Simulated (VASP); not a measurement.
Runs of VASP 6.6.1 on InP. The structure is that of space group F-43m (No. 216), or close to it. The cells are those of the table. 

```csv
task,cell,cutoff (eV),gap on the mesh (eV),pressure (GPa)
single point,"a = 4.134 Å, angles 60.0°, 2 atoms",520,(b),-0.7
single point,"a = 4.106 Å, angles 60.0°, 2 atoms",520,0.66,0.8
single point,"a = 4.120 Å, angles 60.0°, 2 atoms",520,0.60,(a)
relaxation of cell and atoms,"relaxed from a = 4.120 Å, angles 60.0°, 2 atoms",600,0.60,0.1
```

Alike in all rows: level LDA; potentials or basis VASP PAW LDA potentials, release 64 (In_d, P); no spin polarisation; k mesh 6 × 6 × 6; smearing fermi-dirac 0.02 eV.

Task: Estimate the missing entries.

Result: (a) 0.0; (b) 0.55.

Caveats: spin-orbit coupling is left out, which moves the levels of the heavy elements; the relaxation stopped at its first step, so nothing moved (some runs).

A k mesh can miss the band edges, and the runs leave out spin-orbit coupling on In.
